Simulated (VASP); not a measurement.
# Si3Ge4S14 in VASP: further runs, part 3 of 3

VASP 6.6.1.

**5. Single point, PBE+D3(BJ)**

File INCAR:

```
ALGO = Normal ; EDIFF = 1E-6
ENCUT = 410 ; GGA = PE
GGA_COMPAT = F ; ISIF = 2
ISMEAR = -1 ; ISYM = -1
IVDW = 12 ; LASPH = T
LCHARG = F ; LREAL = Auto
LWAVE = F ; NBANDS = 92
NELM = 120 ; PREC = Accurate
SIGMA = 0.05
```

File KPOINTS:

```
explicit points
1
Reciprocal
  0.25000000   0.25000000   0.25000000 1
```

File POSCAR:

```
Si3Ge4S14
1.0
    8.0188790000      0.2111490000     -0.3179740000
    0.2111490000      8.0318190000     -0.0335780000
   -0.3179740000     -0.0335780000      8.3953550000
Si S Ge
3 14 4
Direct
    0.7534159048      0.5026290302      0.6556498143
    0.0204573947      0.7639533190      0.8897593901
    0.1918740272      0.3696631420      0.1442747211
    0.5632786626      0.8929339940      0.2673758176
    0.7604710482      0.5433595186      0.9055335893
    0.1679991565      0.2815800969      0.9059868535
    0.7956839403      0.8717290086      0.1790899518
    0.2502512094      0.6155165610      0.1786557201
    0.5053751654      0.4758900273      0.5936334554
    0.5708028346      0.0656016319      0.8139520285
    0.6987926535      0.3058832782      0.2443711843
    0.1854707883      0.2247563788      0.3408042612
    0.8038608995      0.0897087803      0.7127318746
    0.3711513746      0.0613443561      0.6522129568
    0.2738878620      0.7268338856      0.8043766877
    0.8879763857      0.8414842937      0.6464609016
    0.9682947228      0.4874609989      0.5399659111
    0.5195398673      0.1474872618      0.3833556171
    0.3506885072      0.7681919270      0.5351433234
    0.8853650055      0.1331924750      0.1270113520
    0.4485224285      0.4785911129      0.9363945423
```

The run is started by

```
$ cat potpaw_PBE.64/Si/POTCAR potpaw_PBE.64/S/POTCAR potpaw_PBE.64/Ge_d/POTCAR > POTCAR
$ mpirun -np 1 vasp_std > vasp.out
```

Wall time 79 s (1 thread of Intel Xeon Platinum 8488C (Sapphire Rapids), shared host); peak memory 0.37 GiB.

Results (log left out):

* Free energy: -97.6590 eV
* Pressure: -1.8 GPa
* Largest force: 1.728 eV/Å
* Dispersion energy per atom: -0.252 eV

Forces on the atoms (eV/Å):
```
Si   1.639  0.223  0.502
Si  -0.434 -0.037 -0.120
Si  -0.127  0.359 -1.173
S   -0.062 -0.461  0.197
S    1.101  0.372 -0.266
S    0.225  0.231  1.357
S    0.138  0.155 -0.219
S   -0.025 -0.570 -0.228
S   -0.585 -0.126 -0.625
S    0.903  0.250  0.585
S   -0.486 -0.389  0.058
S    0.303 -0.712  0.277
S   -0.910 -0.501  0.087
S    0.342  0.137 -0.746
S   -0.079 -0.212  0.379
S    0.185  0.551  0.019
S   -1.097  0.139  0.578
Ge  -0.121  0.707 -0.028
Ge  -0.456 -0.227 -0.012
Ge  -0.111 -0.077 -0.148
Ge  -0.345  0.189 -0.473
```

Stress tensor (GPa, compression positive):
```
-2.75  0.32  0.78
 0.32 -1.38 -0.43
 0.78 -0.43 -1.26
```

Levels at points of the mesh, in eV from the Fermi level:
```tsv
k point	band 74	band 75	band 76	band 77	band 78	band 79
(0.25, 0.25, 0.25)	-0.62	-0.40	-0.33	0.32	1.20	1.52
```

Caveat: the atoms stand as in a frame of molecular dynamics.

**6. Single point, PBE+D3(BJ)**

File INCAR:

```
PREC = Accurate
ENCUT = 410
EDIFF = 1E-6
ISMEAR = -1
SIGMA = 0.05
LREAL = Auto
LASPH = T
NELM = 120
ALGO = Normal
ISIF = 2
LWAVE = F
LCHARG = F
GGA = PE
IVDW = 12
ISYM = -1
NBANDS = 92
GGA_COMPAT = F
```

KPOINTS is that of step 5.

File POSCAR:

```
Si3Ge4S14
1.0
    8.0188790000      0.2111490000     -0.3179740000
    0.2111490000      8.0318190000     -0.0335780000
   -0.3179740000     -0.0335780000      8.3953550000
Si S Ge
3 14 4
Direct
    0.7665837570      0.5031331603      0.6566463132
   -0.0125363745      0.7672536338      0.9015805289
    0.1869386791      0.3548600817      0.1294854275
    0.5420968961      0.8830016810      0.2691016817
    0.7804248057      0.5728762895      0.8945018808
    0.1782003022      0.2612732920      0.9046282257
    0.7759502649      0.8702076704      0.1707553573
    0.2546374328      0.5920231179      0.1900936929
    0.5091981528      0.4674643813      0.5814217853
    0.5719257530      0.0787442638      0.8342731897
    0.6847576158      0.2968895065      0.2408322309
    0.1938257666      0.2063326034      0.3338269544
    0.7991396430      0.0897311118      0.7313891575
    0.3999108299      0.0668636974      0.6417561134
    0.2657476039      0.7079372755      0.8207278842
    0.9022215574      0.8644125224      0.6608821475
    0.9738306256      0.4778794631      0.5433234278
    0.5069283887      0.1567626517      0.3791966896
    0.3438009631      0.7543246487      0.5470925864
    0.8783434253      0.1198164591      0.1140463470
    0.4426451305      0.4726920886      0.9438136562
```

Potentials or basis: VASP PAW PBE potentials, release 64 (Si, S, Ge_d).

The run is started by

```
$ cat potpaw_PBE.64/Si/POTCAR potpaw_PBE.64/S/POTCAR potpaw_PBE.64/Ge_d/POTCAR > POTCAR
$ mpirun -np 1 vasp_std > vasp.out
```

Run time: 86 s. Hardware: 1 thread of Intel Xeon Platinum 8488C (Sapphire Rapids), shared host; peak memory 0.37 GiB.

The run converged. Its results:

```
Free energy                : -98.4570 eV
Pressure                   : -1.8 GPa
Largest force              : 0.880 eV/Å
Dispersion energy per atom : -0.251 eV
```

Forces on the atoms (eV/Å):
```
Si  -0.209 -0.158 -0.737
Si   0.648  0.062  0.140
Si   0.104  0.101  0.853
S    0.325  0.509  0.356
S    0.387  0.025  0.711
S    0.393  0.172  0.013
S   -0.215 -0.113  0.089
S   -0.028 -0.495 -0.640
S    0.785  0.246  0.241
S    0.246 -0.052 -0.356
S    0.011 -0.276 -0.126
S    0.517 -0.417 -0.053
S   -0.148  0.760  0.289
S   -0.164 -0.320 -0.081
S   -0.266  0.160  0.003
S   -0.053 -0.050 -0.387
S   -0.301  0.022 -0.141
Ge  -0.585 -0.410 -0.290
Ge  -0.392 -0.212  0.254
Ge  -0.362  0.092  0.273
Ge  -0.691  0.356 -0.412
```

Stress tensor (GPa, compression positive):
```
-3.26  0.23  0.50
 0.23 -1.37 -0.44
 0.50 -0.44 -0.73
```

Levels at points of the mesh, in eV from the Fermi level:
| k point | band 72 | band 73 | band 74 | band 75 | band 76 | band 77 | band 78 | band 79 | band 80 | band 81 |
| --- | --- | --- | --- | --- | --- | --- | --- | --- | --- | --- |
| (0.25, 0.25, 0.25) | -1.04 | -0.91 | -0.76 | -0.61 | -0.51 | 0.50 | 1.16 | 1.34 | 1.61 | 1.80 |

Caveat: the atoms stand as in a frame of molecular dynamics.

**7. Single point, PBE+D3(BJ)**

File INCAR:

```
SYSTEM = Si3Ge4S14
PREC = Accurate ; ENCUT = 410
EDIFF = 1E-6 ; ISMEAR = -1
SIGMA = 0.05 ; LREAL = Auto
LASPH = .TRUE. ; NELM = 120
ALGO = Normal ; ISIF = 2
LWAVE = .FALSE. ; LCHARG = .FALSE.
GGA = PE ; IVDW = 12
NBANDS = 92 ; ISYM = -1
GGA_COMPAT = .FALSE.
```

KPOINTS is that of step 6.

File POSCAR:

```
Si3Ge4S14
1.0
    8.0188790000      0.2111490000     -0.3179740000
    0.2111490000      8.0318190000     -0.0335780000
   -0.3179740000     -0.0335780000      8.3953550000
Si S Ge
3 14 4
Direct
    0.7726262139      0.5098213677      0.6489725366
    0.0050414342      0.7619098839      0.9082665897
    0.1721251317      0.3175476585      0.1219359910
    0.5396053452      0.9068161819      0.2847569333
    0.7906252808      0.5835192491      0.8917960816
    0.1847688835      0.2498888813      0.8959446587
    0.7679807841      0.8692090146      0.1824067264
    0.2672936188      0.5569703274      0.1623872214
    0.5148991300      0.4925046526      0.5640199678
    0.5775762592      0.0972595646      0.8302420821
    0.7006221772      0.2911211352      0.2640102654
    0.1979519339      0.1685626640      0.3304592320
    0.8163598096      0.1014006607      0.7559208664
    0.4043345314      0.0632107801      0.6317641553
    0.2627358732      0.7019771605      0.8153526761
    0.9056803815      0.8727277789      0.6707088940
    0.9882252827      0.4658004574      0.5504420711
    0.5003325154      0.1646376674      0.3837231344
    0.3143792641      0.7500089803      0.5495635662
    0.8571575447      0.1125114617      0.1159287157
    0.4313801960      0.4818865536      0.9343639993
```

The run is started by

```
$ cat potpaw_PBE.64/Si/POTCAR potpaw_PBE.64/S/POTCAR potpaw_PBE.64/Ge_d/POTCAR > POTCAR
$ mpirun -np 1 vasp_std > vasp.out
```

It took 78 s on 1 thread of Intel Xeon Platinum 8488C (Sapphire Rapids), shared host; peak memory 0.37 GiB.

It converged, with:

- Free energy: -98.5533 eV
- Pressure: -0.9 GPa
- Largest force: 1.719 eV/Å
- Dispersion energy per atom: -0.251 eV

Forces in eV/Å, atoms in the order of the input:
```
Si  -0.025  0.207  0.100
Si  -0.216  0.383  0.092
Si   0.603  0.681  1.458
S    0.156 -0.978 -0.252
S    0.098 -0.502  0.227
S    0.358 -0.378 -1.018
S   -0.247 -0.286  0.134
S   -0.498 -0.591  0.347
S    0.717  0.024  0.120
S   -0.418 -0.306 -0.334
S   -0.297  0.173 -0.267
S    0.236  0.338 -0.520
S   -0.178  0.244 -0.573
S    0.429  0.050  0.801
S   -0.255  0.434  0.151
S    0.262  0.381  0.015
S   -0.348  0.165 -0.322
Ge  -0.259  0.091 -0.132
Ge  -0.101 -0.006 -0.310
Ge   0.318  0.381  0.326
Ge  -0.336 -0.505 -0.041
```

Stress tensor (GPa, compression positive):
```
-3.03 -0.48 -0.30
-0.48 -0.67 -0.10
-0.30 -0.10  0.85
```

Levels at points of the mesh, in eV from the Fermi level:
```csv
k point,band 72,band 73,band 74,band 75,band 76,band 77,band 78,band 79,band 80,band 81
"(0.25, 0.25, 0.25)",-1.11,-0.97,-0.82,-0.68,-0.60,0.59,0.95,1.25,1.43,1.80
```

Caveat: the atoms stand as in a frame of molecular dynamics.

**8. The runs side by side**

| cell | smearing | pressure (GPa) | largest force (eV/Å) |
| --- | --- | --- | --- |
| as given, atomic positions A | fermi-dirac 0.062 eV | -1.2 | 3.05 |
| as given, atomic positions B | fermi-dirac 0.062 eV | -1.8 | 2.32 |
| as given, atomic positions C | fermi-dirac 0.062 eV | -1.3 | 1.91 |
| as given, atomic positions D | fermi-dirac 0.05 eV | -1.8 | 1.73 |
| as given, atomic positions E | fermi-dirac 0.05 eV | -1.8 | 0.88 |
| as given, atomic positions F | fermi-dirac 0.05 eV | -0.9 | 1.72 |

Alike in all rows: task single point; level PBE+D3(BJ); potentials or basis VASP PAW PBE potentials, release 64 (Si, S, Ge_d); no spin polarisation; k mesh 1 × 1 × 1, shifted; cutoff (eV) 410.

Caveats: the atoms stand as in a frame of molecular dynamics.

Absolute energies hang on the potentials; compare differences alone.
